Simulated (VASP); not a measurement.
Wanted: the native input for a VASP 6.6.1 run.

```
Task                   : single point
Functional             : PBE
Potentials or basis    : VASP PAW PBE potentials, release 64 (K_sv, Cl)
Cutoff                 : 520 eV
k mesh                 : 8 × 8 × 8
Occupations            : gaussian, width 0.05 eV
Spin                   : no spin polarisation
Dipole correction      : no
Further INCAR settings : ALGO = Normal; EDIFF = 1e-06; NBANDS = 15
```

The structure of KCl lies in POSCAR:

```
KCl
1.0
    3.9870005172      0.0000000000      0.0000000000
    0.0000000000      3.9870005172      0.0000000000
    0.0000000000      0.0000000000      3.9870005172
K Cl
1 1
Direct
    0.0000000000      0.0000000000      0.0000000000
    0.5000000000      0.5000000000      0.5000000000
```

One way to write it, as run:

INCAR

```
SYSTEM = KCl
PREC = Accurate
ENCUT = 520
EDIFF = 1E-6
ISMEAR = 0
SIGMA = 0.05
LREAL = .FALSE.
LASPH = .TRUE.
NELM = 60
ALGO = Normal
ISIF = 2
LWAVE = .FALSE.
LCHARG = .FALSE.
GGA = PE
NBANDS = 15
```

KPOINTS

```
Automatic mesh
0
G
  8 8 8
  0 0 0
```

Potentials or basis: VASP PAW PBE potentials, release 64 (K_sv, Cl).

Command:

```sh
$ cat potpaw_PBE.64/K_sv/POTCAR potpaw_PBE.64/Cl/POTCAR > POTCAR
$ mpirun -np 1 vasp_std > vasp.out
```

It gave:

```json
{
  "Pressure": "-1.7 GPa",
  "Band gap on the k mesh": "4.37 eV, indirect (least direct gap 4.54 eV)"
}
```

Wall time 11 s on 1 thread of Intel(R) Xeon(R) 6975P-C (Granite Rapids) (shared host), peak memory 0.18 GiB.
